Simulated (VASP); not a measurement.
Write the native input for VASP 6.6.1 that does the following.

- Task: single point
- Functional: PBEsol
- Potentials or basis: VASP PAW PBE potentials, release 64 (Ta_pv, N)
- Cutoff: 520 eV
- k mesh: 2 × 2 × 2
- Occupations: methfessel-paxton, width 0.1 eV
- Spin: no spin polarisation
- Dipole correction: no
- Further INCAR settings: LREAL = Auto; ALGO = Normal; EDIFF = 1e-06; NBANDS = 164

The structure of Ta18N17 (a cell with a defect) lies in POSCAR:

```
Ta18N17
1.0
    7.7675072900      4.4845723700      0.0000000000
   -7.7675072400      4.4845724600      0.0000000000
    0.0000000000      0.0000000000      5.7917586500
Ta N
18 17
Direct
    0.0032801800      0.0008282200     -0.0004217900
    0.3352571300      0.6667872100     -0.0004629400
    0.6624821100      0.3304135000     -0.0004020400
   -0.0005312500      0.6647225500      0.2498193600
    0.3345133500      0.3305032300      0.2475865800
    0.6664121700      0.0011548200      0.2497932500
   -0.0005307600      0.3331089600      0.2498338300
    0.3345022600      0.0023417200      0.2475875800
    0.6664349500      0.6636167900      0.2497941400
    0.0041896300      0.0012802400      0.4995654600
    0.3360984300      0.6672085200      0.4995220000
    0.6519149900      0.3251262700      0.4996095500
   -0.0005126900      0.6647489600      0.7492735400
    0.3345655000      0.3305291600      0.7514975900
    0.6664359600      0.0011573500      0.7493114200
   -0.0005080500      0.3331144800      0.7492836300
    0.3345310200      0.0023584300      0.7515104200
    0.6664435800      0.6636406100      0.7493213700
    0.1307477500      0.8655783000     -0.0004585500
    0.4633018900      0.5336990100     -0.0004463200
    0.7969018300      0.2024017100     -0.0004388400
    0.0732180700      0.5357889800     -0.0004661900
    0.4007684200      0.1995469700     -0.0004441400
    0.7400983100      0.8692418300     -0.0004355700
    0.1307491400      0.2635495600     -0.0004331300
    0.4632602300      0.9279087600     -0.0004815300
    0.7969036700      0.5928381800     -0.0004391600
    0.1332526900      0.8675016700      0.4995395800
    0.7963221700      0.2071780900      0.4995733000
    0.0727743800      0.5355701200      0.4995515900
    0.4643216400      0.5316200100      0.4995451100
    0.7378059000      0.8680794900      0.4995589300
    0.1332786500      0.2641446600      0.4995534500
    0.4643087100      0.9310304800      0.4995339100
    0.7963229100      0.5874698100      0.4995643600
```

One way to write it, as run:

INCAR

```
ALGO = Normal
EDIFF = 1E-6
ENCUT = 520
GGA = PS
ISIF = 2
ISMEAR = 1
LASPH = T
LCHARG = F
LREAL = Auto
LWAVE = F
NBANDS = 164
NELM = 80
PREC = Accurate
SIGMA = 0.1
```

KPOINTS

```
k-points
0
Gamma
  2 2 2
```

Potentials or basis: VASP PAW PBE potentials, release 64 (Ta_pv, N).

Run with:

```bash
$ cat potpaw_PBE.64/Ta_pv/POTCAR potpaw_PBE.64/N/POTCAR > POTCAR
$ mpirun -np 1 vasp_std > vasp.out
```

It gave:

```yaml
Pressure: -0.8 GPa
Largest_force: 0.876 eV/Å
Band_gap_on_the_k_mesh: zero (an odd number of electrons rules out a gap without spin polarisation)
```

Caveat: the k points lie up to 0.54 Å⁻¹ apart, too coarse for converged energies and pressures of a metal; the PAW data sets were made with another functional, which shifts forces and pressure a little; spin-orbit coupling is left out, which moves the levels of the heavy elements.

Wall time 29 min on 1 thread of Intel(R) Xeon(R) Platinum 8259CL CPU @ 2.50GHz (Skylake/Cascade Lake), on a shared host, peak memory 0.72 GiB.
